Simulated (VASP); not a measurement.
Wanted: the native input for a VASP 6.6.1 run.

| Quantity | Value |
| --- | --- |
| Task | single point |
| Functional | PBEsol |
| Potentials or basis | VASP PAW PBE potentials, release 64 (La) |
| Cutoff | 520 eV |
| k mesh | 7 × 7 × 10 |
| Occupations | fermi-dirac, width 0.1 eV |
| Spin | no spin polarisation |
| Dipole correction | no |
| Further INCAR settings | ALGO = Normal; EDIFF = 1e-06; NBANDS = 24 |

The structure of La lies in POSCAR:

```
La
1.0
    5.6470991218      0.0000000000      0.0000000000
   -2.8235495609      4.8905312972      0.0000000000
    0.0000000000      0.0000000000      3.4218557435
La
3
Direct
    0.0000000000      0.0000000000      0.0000000000
    0.3333333333      0.6666666667      0.5000000000
    0.6666666667      0.3333333333      0.5000000000
```

This cell differs from its parent crystal: volume scaled by 0.92.

These files were run (other wordings do the same):

INCAR

```
PREC = Accurate ; ENCUT = 520
EDIFF = 1E-6 ; ISMEAR = -1
SIGMA = 0.1 ; LREAL = False
LASPH = True ; NELM = 80
ALGO = Normal ; ISIF = 2
LWAVE = False ; LCHARG = True
GGA = PS ; LELF = True
LVHAR = True ; NBANDS = 24
```

KPOINTS

```
regular mesh
0
Gamma
  7 7 10
```

Potentials or basis: VASP PAW PBE potentials, release 64 (La).

Run with:

```console
$ cat potpaw_PBE.64/La/POTCAR > POTCAR
$ mpirun -np 1 vasp_std > vasp.out
```

It gave:

```json
{"Pressure": "2.7 GPa"}
```

Caveat: the PAW data sets were made with another functional, which shifts forces and pressure a little.

Wall time 69 s on 1 thread of Intel(R) Xeon(R) 6975P-C (Granite Rapids), on a shared host, peak memory 0.26 GiB.
